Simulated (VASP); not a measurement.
# AlRu (Pm-3m) in VASP: further runs

Runs on AlRu. Level: PBE. Tasks: single point.

All numbers are computed with VASP 6.6.1; they aren't measurements. Logs are shortened: lines on timing, memory, paths and dates and some standing lists are left out, and cuts for length are marked.

## 1. The cell of the first run

Symmetry: Pm-3m, No. 221, cubic system. The conventional cell has a = 3.049 Å, b = 3.049 Å, c = 3.049 Å, α = 90.00°, β = 90.00°, γ = 90.00°. Al (site symmetry m-3m) has 8 Ru at 2.64 Å and 6 Al at 3.05 Å within 3.5 Å. Ru (site symmetry m-3m) has 8 Al at 2.64 Å and 6 Ru at 3.05 Å within 3.5 Å.

## 2. Single point, PBE (equal strain along all axes, cell held: +1.5 %)

INCAR reads:

```
PREC = Accurate
ENCUT = 520
EDIFF = 1E-6
ISMEAR = 0
SIGMA = 0.1
LREAL = False
LASPH = True
NELM = 60
ALGO = Fast
ISIF = 2
LWAVE = False
LCHARG = True
GGA = PE
LELF = True
LVHAR = True
NBANDS = 16
```

KPOINTS reads:

```
regular mesh
0
Gamma
  14 14 14
```

POSCAR reads:

```
AlRu
1.0
    3.0492395072      0.0000000000      0.0000000000
    0.0000000000      3.0492395072      0.0000000000
    0.0000000000      0.0000000000      3.0492395072
Al Ru
1 1
Direct
    0.0000000000      0.0000000000      0.0000000000
    0.5000000000      0.5000000000      0.5000000000
```

Potentials or basis: VASP PAW PBE potentials, release 64 (Al, Ru_pv).

Started as:

```
$ cat potpaw_PBE.64/Al/POTCAR potpaw_PBE.64/Ru_pv/POTCAR > POTCAR
$ mpirun -np 1 vasp_std > vasp.out
```

OUTCAR:

```text
PREC = Accurate
   ENCUT = 520
   EDIFF = 1E-6
   ISMEAR = 0
   LREAL = False
   LASPH = True
   NELM = 60
   ISIF = 2
   GGA = PE

 ion  position               nearest neighbor table
   1  0.000  0.000  0.000-   2 2.64   2 2.64   2 2.64   2 2.64   2 2.64   2 2.64   2 2.64   2 2.64

   2  0.500  0.500  0.500-   1 2.64   1 2.64   1 2.64   1 2.64   1 2.64   1 2.64   1 2.64   1 2.64

  LATTYP: Found a simple cubic cell.
 ALAT       =     3.0492395072

  Lattice vectors:

 A1 = (   3.0492395072,   0.0000000000,   0.0000000000)
 A2 = (   0.0000000000,   3.0492395072,   0.0000000000)
 A3 = (   0.0000000000,   0.0000000000,   3.0492395072)

Analysis of symmetry for initial positions (statically):
=====================================================================
 Subroutine PRICEL returns:
 Original cell was already a primitive cell.

 Routine SETGRP: Setting up the symmetry group for a
 simple cubic supercell.

 Subroutine GETGRP returns: Found 48 space group operations
 (whereof 48 operations were pure point group operations)
 out of a pool of 48 trial point group operations.

The static configuration has the point symmetry O_h .

Analysis of symmetry for dynamics (positions and initial velocities):
=====================================================================
 Subroutine PRICEL returns:
 Original cell was already a primitive cell.

 Routine SETGRP: Setting up the symmetry group for a
 simple cubic supercell.

 Subroutine GETGRP returns: Found 48 space group operations
 (whereof 48 operations were pure point group operations)
 out of a pool of 48 trial point group operations.

The dynamic configuration has the point symmetry O_h .

 Subroutine INISYM returns: Found 48 space group operations
 (whereof 48 operations are pure point group operations),
 and found     1 'primitive' translations

----------------------------------------------------------------------------------------

                                     Primitive cell

  volume of cell :      28.3514

  direct lattice vectors                    reciprocal lattice vectors
     3.049239507  0.000000000  0.000000000     0.327950624  0.000000000  0.000000000
     0.000000000  3.049239507  0.000000000     0.000000000  0.327950624  0.000000000
     0.000000000  0.000000000  3.049239507     0.000000000  0.000000000  0.327950624

  length of vectors
     3.049239507  3.049239507  3.049239507     0.327950624  0.327950624  0.327950624

  position of ions in fractional coordinates (direct lattice)
     0.000000000  0.000000000  0.000000000
[... 81 lines left out ...]
   NSW    =      0    number of steps for IOM
   IBRION =     -1    ionic relax: 0-MD 1-quasi-New 2-CG
   NFREE  =      0    steps in history (QN), initial steepest desc. (CG)
   ISIF   =      2    stress and relaxation
   ISYM   =      2    0-nonsym 1-usesym 2-fastsym
   POTIM  = 0.5000    time-step for ionic-motion
   TEBEG  =    0.0;   TEEND  =   0.0 temperature during run
   PSTRESS=    0.0 pullay stress
   NELECT =      17.0000    total number of electrons
   NUPDOWN=      -1.0000    fix difference up-down
   EMIN   =  10.00;   EMAX   =-10.00  energy-range for DOS
   EFERMI =   0.00;   METHOD = LEGACY
   ISMEAR =     0;   SIGMA  =   0.10  broadening in eV -4-tet -1-fermi 0-gaus
   EFERMI_NEDOS =   21; number of points for ismear=-14 and -15
   IALGO  =     68    algorithm
   IMIX   =      4    mixing-type and parameters
     AMIX     =   0.40;   BMIX     =  1.00
     AMIX_MAG =   1.60;   BMIX_MAG =  1.00
  volume/ion in A,a.u.               =      14.18        95.66
  Fermi-wavevector in a.u.,A,eV,Ry     =   1.380489  2.608746 25.929299  1.905750
  Thomas-Fermi vector in A             =   2.505361
   LORBIT       =      0    0 simple, 1 ext, 2 COOP (PROOUT), +10 PAW based schemes
   GGA     = PE    functional components
   LHFCALC =     F    Hartree Fock is set to
   AEXX    =    0.0000 exact exchange contribution
   IVDW    =     0    specifies the selected vdW correction
   LEPSILON=     F    determine dielectric tensor
   LRPA    =     F    only Hartree local field effects (RPA)
 non-spin polarized calculation
 RMM-DIIS sequential band-by-band and
 Gauss-broadening in eV      SIGMA  =   0.10
  energy-cutoff  :      520.00
  volume of cell :       28.35
 maximum number of plane-waves:       784
 NGX is ok and might be reduce to    24
   NGX = 11   NGY = 11   NGZ = 11

 number of electron      17.0000005 magnetization

 Free energy of the ion-electron system (eV)
  ---------------------------------------------------
  ext. energy  EPLUGINS =         0.00000000
  ---------------------------------------------------
  free energy    TOTEN  =       -14.22492983 eV

  energy without entropy =      -14.21447824  energy(sigma->0) =      -14.21970403

 E-fermi :   9.9281     XC(G=0): -12.2756

 val. band max:        9.9262673708   @ k =   0.1429   0.0714   0.0714
 cond. band min:       9.9388316156   @ k =   0.3571   0.1429   0.0000
 fundamental gap:      0.0125642448
 Fermi energy:         9.9281056393

 k-point     1 :       0.0000    0.0000    0.0000
  band No.  band energies     occupation
      1     -31.8205      2.00000
      2     -31.8205      2.00000
      3     -31.8205      2.00000
      4       0.5864      2.00000
      5       6.6648      2.00000
      6       6.6648      2.00000
[... 433 lines left out ...]
      3     -31.8033      2.00000
      4       3.3252      2.00000
      5       6.2324      2.00000
      6       7.5802      2.00000
[... 8 lines left out ...]
     15      22.0712      0.00000
     16      23.8041      0.00000

 [... further k-points ...]

------------------------ aborting loop because EDIFF is reached ----------------------------------------

  FORCE on cell =-STRESS in cart. coord.  units (eV):
  Direction    XX          YY          ZZ          XY          YZ          ZX
  --------------------------------------------------------------------------------------
  -------------------------------------------------------------------------------------
  Total       -1.4751948     -1.4751948     -1.4751948      0.0000000      0.0000000     -0.0000000
  in kB      -83.3653031    -83.3653031    -83.3653031      0.0000000      0.0000000     -0.0000000
  external PRESSURE =     -83.3653031 kB  Pullay stress =       0.0000000 kB

 VOLUME and BASIS-vectors are now :
 -----------------------------------------------------------------------------
  energy-cutoff  :      520.00
  volume of cell :       28.35
      direct lattice vectors                 reciprocal lattice vectors
     3.049239507  0.000000000  0.000000000     0.327950624  0.000000000  0.000000000
     0.000000000  3.049239507  0.000000000     0.000000000  0.327950624  0.000000000
     0.000000000  0.000000000  3.049239507     0.000000000  0.000000000  0.327950624

 POSITION                                       TOTAL-FORCE (eV/Angst)
 -----------------------------------------------------------------------------------
      0.00000      0.00000      0.00000         0.000000      0.000000      0.000000
      1.52462      1.52462      1.52462         0.000000      0.000000      0.000000
 -----------------------------------------------------------------------------------
    total drift:                                0.000000     -0.000000     -0.000000

  FREE ENERGIE OF THE ION-ELECTRON SYSTEM (eV)
  ---------------------------------------------------
  free  energy   TOTEN  =       -14.2249298276 eV

  energy  without entropy=      -14.2144782369  energy(sigma->0) =      -14.21970403
```

Run time: 47 s. Hardware: 1 thread of Intel Xeon 8259CL, shared host; peak memory 0.18 GiB.

Results:

| Property | Result |
| --- | --- |
| Free energy | -14.2249 eV |
| Pressure | -8.3 GPa |
| Band gap on the k mesh | zero (an odd number of electrons rules out a gap without spin polarisation) |

Caveat: the cell differs from its parent crystal (equal strain along all axes, cell held: +1.5 %); the cell stands under tension.

## 3. Single point, PBE (equal strain along all axes, cell held: +3.0 %)

INCAR reads:

```
  PREC = Accurate
  ENCUT = 520
  EDIFF = 1E-6
  ISMEAR = 0
  SIGMA = 0.1
  LREAL = False
  LASPH = True
  NELM = 100
  ALGO = Normal
  ISIF = 2
  LWAVE = False
  LCHARG = True
  GGA = PE
  LELF = True
  LVHAR = True
  NBANDS = 16
```

KPOINTS reads:

```
Automatic mesh
0
Gamma
  14 14 14
```

POSCAR reads:

```
AlRu
1.0
    3.0943021601      0.0000000000      0.0000000000
    0.0000000000      3.0943021601      0.0000000000
    0.0000000000      0.0000000000      3.0943021601
Al Ru
1 1
Direct
    0.0000000000      0.0000000000      0.0000000000
    0.5000000000      0.5000000000      0.5000000000
```

Potentials or basis: VASP PAW PBE potentials, release 64 (Al, Ru_pv).

Started as:

```
$ cat potpaw_PBE.64/Al/POTCAR potpaw_PBE.64/Ru_pv/POTCAR > POTCAR
$ mpirun -np 1 vasp_std > vasp.out
```

OUTCAR:

```text
PREC = Accurate
   ENCUT = 520
   EDIFF = 1E-6
   ISMEAR = 0
   LREAL = False
   LASPH = True
   NELM = 100
   ISIF = 2
   GGA = PE

 ion  position               nearest neighbor table
   1  0.000  0.000  0.000-   2 2.68   2 2.68   2 2.68   2 2.68   2 2.68   2 2.68   2 2.68   2 2.68

   2  0.500  0.500  0.500-   1 2.68   1 2.68   1 2.68   1 2.68   1 2.68   1 2.68   1 2.68   1 2.68

  LATTYP: Found a simple cubic cell.
 ALAT       =     3.0943021601

  Lattice vectors:

 A1 = (   3.0943021601,   0.0000000000,   0.0000000000)
 A2 = (   0.0000000000,   3.0943021601,   0.0000000000)
 A3 = (   0.0000000000,   0.0000000000,   3.0943021601)

Analysis of symmetry for initial positions (statically):
=====================================================================
 Subroutine PRICEL returns:
 Original cell was already a primitive cell.

 Routine SETGRP: Setting up the symmetry group for a
 simple cubic supercell.

 Subroutine GETGRP returns: Found 48 space group operations
 (whereof 48 operations were pure point group operations)
 out of a pool of 48 trial point group operations.

The static configuration has the point symmetry O_h .

Analysis of symmetry for dynamics (positions and initial velocities):
=====================================================================
 Subroutine PRICEL returns:
 Original cell was already a primitive cell.

 Routine SETGRP: Setting up the symmetry group for a
 simple cubic supercell.

 Subroutine GETGRP returns: Found 48 space group operations
 (whereof 48 operations were pure point group operations)
 out of a pool of 48 trial point group operations.

The dynamic configuration has the point symmetry O_h .

 Subroutine INISYM returns: Found 48 space group operations
 (whereof 48 operations are pure point group operations),
 and found     1 'primitive' translations

----------------------------------------------------------------------------------------
[... 112 lines left out ...]
     AMIX     =   0.40;   BMIX     =  1.00
     AMIX_MAG =   1.60;   BMIX_MAG =  1.00
  volume/ion in A,a.u.               =      14.81        99.97
  Fermi-wavevector in a.u.,A,eV,Ry     =   1.360385  2.570754 25.179576  1.850647
  Thomas-Fermi vector in A             =   2.487051
   LORBIT       =      0    0 simple, 1 ext, 2 COOP (PROOUT), +10 PAW based schemes
   GGA     = PE    functional components
   LHFCALC =     F    Hartree Fock is set to
   AEXX    =    0.0000 exact exchange contribution
   IVDW    =     0    specifies the selected vdW correction
   LEPSILON=     F    determine dielectric tensor
   LRPA    =     F    only Hartree local field effects (RPA)
 non-spin polarized calculation
 Gauss-broadening in eV      SIGMA  =   0.10
  energy-cutoff  :      520.00
  volume of cell :       29.63
 maximum number of plane-waves:       840
 NGX is ok and might be reduce to    24
   NGX = 11   NGY = 11   NGZ = 11

 number of electron      17.0000006 magnetization

 Free energy of the ion-electron system (eV)
  ---------------------------------------------------
  ext. energy  EPLUGINS =         0.00000000
  ---------------------------------------------------
  free energy    TOTEN  =       -14.13189811 eV

  energy without entropy =      -14.12081464  energy(sigma->0) =      -14.12635637

 E-fermi :   9.3511     XC(G=0): -12.0562

 val. band max:        9.3460027193   @ k =   0.1429   0.0714   0.0714
 cond. band min:       9.3586706447   @ k =   0.3571   0.1429   0.0000
 fundamental gap:      0.0126679254
 Fermi energy:         9.3510887791

 k-point     1 :       0.0000    0.0000    0.0000
  band No.  band energies     occupation
      1     -32.3876      2.00000
      2     -32.3876      2.00000
      3     -32.3876      2.00000
      4       0.2587      2.00000
      5       6.3010      2.00000
      6       6.3010      2.00000
[... 433 lines left out ...]
      3     -32.3732      2.00000
      4       2.9141      2.00000
      5       5.8199      2.00000
      6       7.1429      2.00000
[... 8 lines left out ...]
     15      21.5071      0.00000
     16      22.8619      0.00000

 [... further k-points ...]

------------------------ aborting loop because EDIFF is reached ----------------------------------------

  FORCE on cell =-STRESS in cart. coord.  units (eV):
  Direction    XX          YY          ZZ          XY          YZ          ZX
  --------------------------------------------------------------------------------------
  -------------------------------------------------------------------------------------
  Total       -2.7519225     -2.7519225     -2.7519225      0.0000000     -0.0000000     -0.0000000
  in kB     -148.8190801   -148.8190801   -148.8190801      0.0000000     -0.0000000     -0.0000000
  external PRESSURE =    -148.8190801 kB  Pullay stress =       0.0000000 kB

 VOLUME and BASIS-vectors are now :
 -----------------------------------------------------------------------------
  energy-cutoff  :      520.00
  volume of cell :       29.63
      direct lattice vectors                 reciprocal lattice vectors
     3.094302160  0.000000000  0.000000000     0.323174644  0.000000000  0.000000000
     0.000000000  3.094302160  0.000000000     0.000000000  0.323174644  0.000000000
     0.000000000  0.000000000  3.094302160     0.000000000  0.000000000  0.323174644

 POSITION                                       TOTAL-FORCE (eV/Angst)
 -----------------------------------------------------------------------------------
      0.00000      0.00000      0.00000         0.000000      0.000000      0.000000
      1.54715      1.54715      1.54715         0.000000      0.000000      0.000000
 -----------------------------------------------------------------------------------
    total drift:                                0.000000     -0.000000     -0.000000

  FREE ENERGIE OF THE ION-ELECTRON SYSTEM (eV)
  ---------------------------------------------------
  free  energy   TOTEN  =       -14.1318981121 eV

  energy  without entropy=      -14.1208146353  energy(sigma->0) =      -14.12635637
```

OSZICAR:

```text
N       E                     dE             d eps       ncg     rms          rms(c)
DAV:   1     0.112712307970E+03    0.11271E+03   -0.91639E+03  3936   0.975E+02
DAV:   2    -0.129445361000E+02   -0.12566E+03   -0.11959E+03  4496   0.286E+02
DAV:   3    -0.147584959242E+02   -0.18140E+01   -0.18081E+01  4824   0.358E+01
DAV:   4    -0.147729873931E+02   -0.14491E-01   -0.14476E-01  4928   0.331E+00
DAV:   5    -0.147732110664E+02   -0.22367E-03   -0.22275E-03  4800   0.378E-01    0.984E+00
DAV:   6    -0.142549350401E+02    0.51828E+00   -0.24119E+00  4240   0.164E+01    0.239E+00
DAV:   7    -0.141485540027E+02    0.10638E+00   -0.24890E-01  4128   0.546E+00    0.164E+00
DAV:   8    -0.141321019993E+02    0.16452E-01   -0.23873E-02  4672   0.118E+00    0.200E-01
DAV:   9    -0.141319103616E+02    0.19164E-03   -0.49707E-04  4792   0.149E-01    0.118E-01
DAV:  10    -0.141318989445E+02    0.11417E-04   -0.46456E-05  4352   0.721E-02    0.588E-03
DAV:  11    -0.141318981121E+02    0.83248E-06   -0.16672E-06  4104   0.135E-02
   1 F= -.14131898E+02 E0= -.14126356E+02  d E =-.110835E-01
```

Run time: 43 s. Hardware: 1 thread of Intel Xeon 8259CL, shared host; peak memory 0.18 GiB.

Results:

| Item | Value |
| --- | --- |
| Free energy | -14.1319 eV |
| Pressure | -14.9 GPa |
| Band gap on the k mesh | zero (an odd number of electrons rules out a gap without spin polarisation) |

Caveat: the cell differs from its parent crystal (equal strain along all axes, cell held: +3.0 %); the cell stands under tension.

## 4. Single point, PBE (equal strain along all axes, cell held: +4.5 %)

INCAR reads:

```
SYSTEM = AlRu
PREC     = Accurate       ! precision mode
ENCUT    = 520            ! plane-wave cutoff, eV
EDIFF    = 1E-6           ! SCF threshold, eV
ISMEAR   = 0              ! smearing method
SIGMA    = 0.1            ! smearing width, eV
LREAL    = .FALSE.        ! projectors in reciprocal space
LASPH    = .TRUE.         ! aspherical terms in the spheres
NELM     = 100            ! most SCF steps
ALGO     = Normal         ! electronic algorithm
ISIF     = 2              ! what is computed and relaxed
LWAVE    = .FALSE.        ! write WAVECAR
LCHARG   = .FALSE.        ! write CHGCAR
GGA      = PE             ! functional
NBANDS   = 16             ! bands
```

KPOINTS reads:

```
Automatic mesh
0
G
  14 14 14
  0 0 0
```

POSCAR reads:

```
AlRu
1.0
    3.1393648129      0.0000000000      0.0000000000
    0.0000000000      3.1393648129      0.0000000000
    0.0000000000      0.0000000000      3.1393648129
Al Ru
1 1
Direct
    0.0000000000      0.0000000000      0.0000000000
    0.5000000000      0.5000000000      0.5000000000
```

Started as:

```
$ cat potpaw_PBE.64/Al/POTCAR potpaw_PBE.64/Ru_pv/POTCAR > POTCAR
$ mpirun -np 1 vasp_std > vasp.out
```

Wall time 39 s (1 thread of Intel Xeon 8259CL, shared host); peak memory 0.18 GiB.

The run converged. Its results:

- Free energy: -13.9880 eV
- Pressure: -20.1 GPa
- Band gap on the k mesh: zero (an odd number of electrons rules out a gap without spin polarisation)

Levels at points of the mesh, in eV from the Fermi level:
```tsv
k point	band 5	band 6	band 7	band 8	band 9	band 10	band 11	band 12	band 13	band 14
(0.00, 0.00, 0.00)	-2.85	-2.85	0.13	0.13	0.13	5.41	5.41	5.41	10.14	10.14
(0.50, 0.00, 0.00)	-5.15	-2.21	-1.32	-1.32	0.33	1.81	7.47	10.29	10.29	11.00
(0.50, 0.50, 0.00)	-2.52	-1.24	-1.24	-0.92	-0.92	1.21	4.44	4.86	9.47	12.17
(0.50, 0.50, 0.50)	-3.88	-3.88	1.28	1.28	1.71	3.84	3.84	3.84	7.27	7.27
```

Caveat: the cell differs from its parent crystal (equal strain along all axes, cell held: +4.5 %); the cell stands under tension.

[end of part 1 of 2]
